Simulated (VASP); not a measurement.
A run of VASP 6.6.1:

Contents of INCAR:

```
SYSTEM = CuGe
PREC = Accurate ; ENCUT = 520
EDIFF = 1E-7 ; ISMEAR = 0
SIGMA = 0.1 ; LREAL = .FALSE.
LASPH = .TRUE. ; NELM = 80
ALGO = Normal ; ISIF = 2
LWAVE = .FALSE. ; LCHARG = .TRUE.
GGA = PE ; LELF = .TRUE.
LVHAR = .TRUE. ; NBANDS = 33
```

The input KPOINTS:

```
Automatic mesh
0
G
  6 6 4
  0 0 0
```

Contents of POSCAR:

```
CuGe
1.0
    1.6933189474     -4.4512509631      0.0000000000
    1.6933189474      4.4512509631      0.0000000000
    0.0000000000      0.0000000000      4.0882677890
Cu Ge
2 2
Direct
    0.5825105284      0.4174894716      0.2500000000
    0.4174894716      0.5825105284      0.7500000000
    0.8624217940      0.1375782060      0.2500000000
    0.1375782060      0.8624217940      0.7500000000
```

Potentials or basis: VASP PAW PBE potentials, release 64 (Cu, Ge_d).

Run with:

```console
$ cat potpaw_PBE.64/Cu/POTCAR potpaw_PBE.64/Ge_d/POTCAR > POTCAR
$ mpirun -np 1 vasp_std > vasp.out
```

Hardware: 1 thread of Intel(R) Xeon(R) Platinum 8488C (Sapphire Rapids), with other jobs on the host.

How long does it take, and how much memory?

Run time: 67 s on 1 thread of Intel(R) Xeon(R) Platinum 8488C (Sapphire Rapids), on a shared host, peak memory 0.22 GiB. Counts: scf iterations 16, k points 39.
